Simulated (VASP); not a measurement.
# SnO2 (Cassiterite) (P1) in VASP: single point with PBE

Aim: the single point of SnO2 (Cassiterite) with PBE.

All numbers are computed with VASP 6.6.1; they aren't measurements. Logs are shortened: lines on timing, memory, paths and dates and some standing lists are left out, and cuts for length are marked.

### Step 1. The cell of the first run

The typed cell holds 6 atoms: a = 4.867 Å, b = 4.626 Å, c = 3.230 Å, α = 88.22°, β = 90.10°, γ = 91.97°.

### Step 2. Single point, PBE

INCAR reads:

```
PREC = Accurate
ENCUT = 520
EDIFF = 1E-6
ISMEAR = 0
SIGMA = 0.01
LREAL = F
LASPH = T
NELM = 100
ALGO = Normal
ISIF = 2
LWAVE = F
LCHARG = F
GGA = PE
NBANDS = 35
```

KPOINTS reads:

```
Automatic mesh
0
Gamma
  2 2 3
```

POSCAR reads:

```
SnO2
1.0
    4.8665050000      0.0000000000      0.0000000000
   -0.1591532599      4.6233024532      0.0000000000
   -0.0059085877      0.1004071804      3.2287517507
Sn O
2 4
Direct
    0.9967700000      0.9920700000      0.9925000000
    0.4993400000      0.5016500000      0.5033400000
    0.3111000000      0.3072300000      0.0000000000
    0.1918700000      0.8064800000      0.5036200000
    0.6880500000      0.6952700000      0.9872600000
    0.8039300000      0.1911400000      0.5041100000
```

Potentials or basis: VASP PAW PBE potentials, release 64 (Sn_d, O).

Started as:

```
> cat potpaw_PBE.64/Sn_d/POTCAR potpaw_PBE.64/O/POTCAR > POTCAR
> mpirun -np 1 vasp_std > vasp.out
```

OUTCAR:

```text
PREC = Accurate
   ENCUT = 520
   EDIFF = 1E-6
   ISMEAR = 0
   LREAL = F
   LASPH = T
   NELM = 100
   ISIF = 2
   GGA = PE

 ion  position               nearest neighbor table
   1  0.997  0.992  0.992-   5 2.00   6 2.04   4 2.07   3 2.08   4 2.08   6 2.15   2 3.62   2 3.65
                             2 3.66   2 3.74   2 3.75   2 3.75
   2  0.499  0.502  0.503-   3 2.02   5 2.03   5 2.07   3 2.08   4 2.09   6 2.10   1 3.62   1 3.65
                             1 3.66   1 3.74   1 3.75   1 3.75
   3  0.311  0.307  0.000-   2 2.02   1 2.08   2 2.08
   4  0.192  0.806  0.504-   1 2.07   1 2.08   2 2.09
   5  0.688  0.695  0.987-   1 2.00   2 2.03   2 2.07
   6  0.804  0.191  0.504-   1 2.04   2 2.10   1 2.15

  LATTYP: Found a triclinic cell.
 ALAT       =     5.7241170484
 B/A-ratio  =     0.5643347214
 C/A-ratio  =     0.8501756618
 COS(alpha) =     0.0018291040
 COS(beta)  =     0.0288362111
 COS(gamma) =     0.5894907552

  Lattice vectors:

 A1 = (   0.1650618476,  -4.7237096336,  -3.2287517507)
 A2 = (   0.0059085877,  -0.1004071804,  -3.2287517507)
 A3 = (   4.8665050000,   0.0000000000,   0.0000000000)

Analysis of symmetry for initial positions (statically):
=====================================================================
 Subroutine PRICEL returns:
 Original cell was already a primitive cell.

 Routine SETGRP: Setting up the symmetry group for a
 triclinic supercell.

 Subroutine GETGRP returns: Found  1 space group operations
 (whereof  1 operations were pure point group operations)
 out of a pool of  2 trial point group operations.

The static configuration has the point symmetry C_1 .

Analysis of symmetry for dynamics (positions and initial velocities):
=====================================================================
 Subroutine PRICEL returns:
 Original cell was already a primitive cell.

 Routine SETGRP: Setting up the symmetry group for a
 triclinic supercell.

 Subroutine GETGRP returns: Found  1 space group operations
 (whereof  1 operations were pure point group operations)
 out of a pool of  2 trial point group operations.

The dynamic configuration has the point symmetry C_1 .

 Subroutine INISYM returns: Found  1 space group operations
 (whereof  1 operations are pure point group operations),
 and found     1 'primitive' translations

----------------------------------------------------------------------------------------

                                     Primitive cell

  volume of cell :      72.6447

  direct lattice vectors                    reciprocal lattice vectors
     4.866505000  0.000000000  0.000000000     0.205486278  0.007073691  0.000156062
    -0.159153260  4.623302453  0.000000000     0.000000000  0.216295605 -0.006726324
    -0.005908588  0.100407180  3.228751751     0.000000000  0.000000000  0.309717215

  length of vectors
     4.866505000  4.626041000  3.230318000     0.205608054  0.216400167  0.309717215

  position of ions in fractional coordinates (direct lattice)
     0.996770000  0.992070000  0.992500000
     0.499340000  0.501650000  0.503340000
     0.311100000  0.307230000  0.000000000
     0.191870000  0.806480000  0.503620000
     0.688050000  0.695270000  0.987260000
     0.803930000  0.191140000  0.504110000

  ion indices of the primitive-cell ions
   primitive index   ion index
                 1           1
                 2           2
                 3           3
                 4           4
                 5           5
                 6           6

----------------------------------------------------------------------------------------

 KPOINTS: Automatic mesh

Automatic generation of k-mesh.
 Grid dimensions read from file:
 generate k-points for:    2    2    3

 Generating k-lattice:

  Cartesian coordinates                     Fractional coordinates (reciprocal lattice)
     0.102743139  0.003536845  0.000078031     0.500000000  0.000000000  0.000000000
     0.000000000  0.108147802 -0.003363162     0.000000000  0.500000000 -0.000000000
     0.000000000  0.000000000  0.103239072     0.000000000  0.000000000  0.333333333

  Length of vectors
     0.102804027  0.108200083  0.103239072

  Shift w.r.t. Gamma in fractional coordinates (k-lattice)
     0.000000000  0.000000000  0.000000000

 Subroutine IBZKPT returns following result:
 ===========================================

 Found      8 irreducible k-points:

 Following reciprocal coordinates:
            Coordinates               Weight
  0.000000  0.000000  0.000000      1.000000
  0.500000  0.000000 -0.000000      1.000000
  0.000000  0.500000 -0.000000      1.000000
  0.500000  0.500000 -0.000000      1.000000
  0.000000  0.000000  0.333333      2.000000
  0.500000  0.000000  0.333333      2.000000
  0.000000  0.500000  0.333333      2.000000
  0.500000  0.500000  0.333333      2.000000
   k-points           NKPTS =      8   k-points in BZ     NKDIM =      8   number of bands    NBANDS=     35
   number of dos      NEDOS =    301   number of ions     NIONS =      6
   total plane-waves  NPLWV =  31104
   dimension x,y,z NGX =    36 NGY =   36 NGZ =   24
   dimension x,y,z NGXF=    72 NGYF=   72 NGZF=   48
   ions per type =               2   4
   NGX,Y,Z   is equivalent  to a cutoff of  12.30, 12.94, 12.35 a.u.
   NGXF,Y,Z  is equivalent  to a cutoff of  24.60, 25.87, 24.70 a.u.
 SYSTEM =  unknown system
   PREC   = accura    normal or accurate (medium, high low for compatibility)
   ISTART =      0    job   : 0-new  1-cont  2-samecut
   ICHARG =      2    charge: 1-file 2-atom 10-const
   ISPIN  =      1    spin polarized calculation?
   LNONCOLLINEAR =      F non collinear calculations
   LSORBIT =      F    spin-orbit coupling
   LASPH  =      T    aspherical Exc in radial PAW
   ENCUT  =  520.0 eV  38.22 Ry    6.18 a.u.   9.05  8.60  6.01*2*pi/ulx,y,z
   NELM   =    100;   NELMIN=  2; NELMDL= -5     # of ELM steps
   EDIFF  = 0.1E-05   stopping-criterion for ELM
   LREAL  =      F    real-space projection
   EDIFFG = 0.1E-04   stopping-criterion for IOM
   NSW    =      0    number of steps for IOM
   IBRION =     -1    ionic relax: 0-MD 1-quasi-New 2-CG
   NFREE  =      0    steps in history (QN), initial steepest desc. (CG)
   ISIF   =      2    stress and relaxation
   ISYM   =      2    0-nonsym 1-usesym 2-fastsym
   POTIM  = 0.5000    time-step for ionic-motion
   TEBEG  =    0.0;   TEEND  =   0.0 temperature during run
   PSTRESS=    0.0 pullay stress
   NELECT =      52.0000    total number of electrons
   NUPDOWN=      -1.0000    fix difference up-down
   EMIN   =  10.00;   EMAX   =-10.00  energy-range for DOS
   EFERMI =   0.00;   METHOD = LEGACY
   ISMEAR =     0;   SIGMA  =   0.01  broadening in eV -4-tet -1-fermi 0-gaus
   EFERMI_NEDOS =   21; number of points for ismear=-14 and -15
   IALGO  =     38    algorithm
   IMIX   =      4    mixing-type and parameters
     AMIX     =   0.40;   BMIX     =  1.00
     AMIX_MAG =   1.60;   BMIX_MAG =  1.00
  volume/ion in A,a.u.               =      12.11        81.71
  Fermi-wavevector in a.u.,A,eV,Ry     =   1.464450  2.767409 29.179245  2.144614
  Thomas-Fermi vector in A             =   2.580425
   LORBIT       =      0    0 simple, 1 ext, 2 COOP (PROOUT), +10 PAW based schemes
   GGA     = PE    functional components
   LHFCALC =     F    Hartree Fock is set to
   AEXX    =    0.0000 exact exchange contribution
   IVDW    =     0    specifies the selected vdW correction
   LEPSILON=     F    determine dielectric tensor
   LRPA    =     F    only Hartree local field effects (RPA)
 non-spin polarized calculation
 Gauss-broadening in eV      SIGMA  =   0.01
  energy-cutoff  :      520.00
  volume of cell :       72.64
 maximum number of plane-waves:      1968
   NGX = 19   NGY = 17   NGZ = 13

 number of electron      52.0000010 magnetization

 Free energy of the ion-electron system (eV)
  ---------------------------------------------------
  ext. energy  EPLUGINS =         0.00000000
  ---------------------------------------------------
  free energy    TOTEN  =       -36.98248972 eV

  energy without entropy =      -36.98248972  energy(sigma->0) =      -36.98248972

 E-fermi :   6.0547     XC(G=0): -11.1779

 val. band max:        6.0065946774   @ k =   0.0000   0.0000   0.0000
 cond. band min:       7.0148013371   @ k =   0.0000   0.0000   0.0000
 fundamental gap:      1.0082066597
 Fermi energy:         6.0547011685

 k-point     1 :       0.0000    0.0000    0.0000
  band No.  band energies     occupation
      1     -15.1513      2.00000
      2     -14.3631      2.00000
      3     -14.1959      2.00000
      4     -14.1434      2.00000
      5     -14.0595      2.00000
      6     -14.0346      2.00000
[... 27 lines left out ...]
     34      18.2070      0.00000
     35      18.3019      0.00000

 k-point     2 :       0.5000    0.0000   -0.0000
  band No.  band energies     occupation
      1     -14.8586      2.00000
      2     -14.7123      2.00000
      3     -14.1906      2.00000
      4     -14.1807      2.00000
      5     -14.0847      2.00000
      6     -14.0385      2.00000
[... 27 lines left out ...]
     34      18.2772      0.00000
     35      18.4634      0.00000

 k-point     3 :       0.0000    0.5000   -0.0000
  band No.  band energies     occupation
      1     -14.8770      2.00000
      2     -14.7057      2.00000
      3     -14.1902      2.00000
      4     -14.1854      2.00000
      5     -14.0877      2.00000
      6     -14.0390      2.00000
[... 27 lines left out ...]
     34      18.4616      0.00000
     35      18.6582      0.00000

 k-point     4 :       0.5000    0.5000   -0.0000
  band No.  band energies     occupation
      1     -15.0066      2.00000
      2     -14.7376      2.00000
      3     -14.1978      2.00000
      4     -14.1684      2.00000
      5     -14.0571      2.00000
      6     -14.0526      2.00000
[... 27 lines left out ...]
     34      18.3894      0.00000
     35      18.6612      0.00000

 k-point     5 :       0.0000    0.0000    0.3333
  band No.  band energies     occupation
      1     -14.8514      2.00000
      2     -14.7122      2.00000
      3     -14.5812      2.00000
      4     -14.2078      2.00000
      5     -14.0256      2.00000
      6     -14.0081      2.00000
[... 27 lines left out ...]
     34      17.7722      0.00000
     35      18.4075      0.00000

 k-point     6 :       0.5000    0.0000    0.3333
  band No.  band energies     occupation
      1     -15.0487      2.00000
      2     -14.7926      2.00000
      3     -14.2285      2.00000
      4     -14.1695      2.00000
      5     -14.0411      2.00000
      6     -14.0027      2.00000
[... 27 lines left out ...]
     34      18.3070      0.00000
     35      18.4108      0.00000

 k-point     7 :       0.0000    0.5000    0.3333
  band No.  band energies     occupation
      1     -15.0555      2.00000
      2     -14.8017      2.00000
      3     -14.2219      2.00000
      4     -14.1742      2.00000
      5     -14.0385      2.00000
      6     -14.0045      2.00000
[... 27 lines left out ...]
     34      18.2329      0.00000
     35      18.3030      0.00000

 k-point     8 :       0.5000    0.5000    0.3333
  band No.  band energies     occupation
      1     -14.8544      2.00000
      2     -14.6087      2.00000
      3     -14.5935      2.00000
      4     -14.4487      2.00000
      5     -14.0195      2.00000
      6     -13.9995      2.00000
[... 27 lines left out ...]
     34      17.1354      0.00000
     35      18.9465      0.00000

------------------------ aborting loop because EDIFF is reached ----------------------------------------

  FORCE on cell =-STRESS in cart. coord.  units (eV):
  Direction    XX          YY          ZZ          XY          YZ          ZX
  --------------------------------------------------------------------------------------
  -------------------------------------------------------------------------------------
  Total        2.7546614      4.4608036      3.7295513      3.0866422     -1.3455309      0.1629415
  in kB       60.7539713     98.3828837     82.2551368     68.0757969    -29.6756427      3.5936691
  external PRESSURE =      80.4639973 kB  Pullay stress =       0.0000000 kB

 VOLUME and BASIS-vectors are now :
 -----------------------------------------------------------------------------
  energy-cutoff  :      520.00
  volume of cell :       72.64
      direct lattice vectors                 reciprocal lattice vectors
     4.866505000  0.000000000  0.000000000     0.205486278  0.007073691  0.000156062
    -0.159153260  4.623302453  0.000000000     0.000000000  0.216295605 -0.006726324
    -0.005908588  0.100407180  3.228751751     0.000000000  0.000000000  0.309717215

 POSITION                                       TOTAL-FORCE (eV/Angst)
 -----------------------------------------------------------------------------------
      4.68703      4.68629      3.20454         0.500834      0.965820      0.603947
      2.34723      2.36982      1.62516        -0.060478     -0.410669     -0.702459
      1.46507      1.42042      0.00000        -0.565841     -0.486662      0.376725
      0.80241      3.77917      1.62606         0.096857     -0.251718     -0.267485
      3.23191      3.31357      3.18762         0.023475     -0.013405      0.575799
      3.87893      0.93431      1.62765         0.005153      0.196634     -0.586526
 -----------------------------------------------------------------------------------
    total drift:                               -0.000058      0.000064      0.000949

  FREE ENERGIE OF THE ION-ELECTRON SYSTEM (eV)
  ---------------------------------------------------
  free  energy   TOTEN  =       -36.9824897173 eV

  energy  without entropy=      -36.9824897173  energy(sigma->0) =      -36.98248972
```

Wall time 20 s (1 thread of AMD EPYC 7R43 (Zen 3), shared host); peak memory 0.14 GiB.

What came out:

```yaml
Free_energy: -36.9825 eV
Pressure: 8.0 GPa
Largest_force: 1.244 eV/Å
Band_gap_on_the_k_mesh: 1.01 eV, direct
```

Forces on the atoms (eV/Å):
```
Sn   0.501  0.966  0.604
Sn  -0.060 -0.411 -0.702
O   -0.566 -0.487  0.377
O    0.097 -0.252 -0.267
O    0.023 -0.013  0.576
O    0.005  0.197 -0.587
```

Caveat: the k points lie up to 0.68 Å⁻¹ apart; spin-orbit coupling is left out, which moves the levels of the heavy elements; forces of over 1 eV/Å act on the atoms, so gaps and moduli don't describe the material at rest.
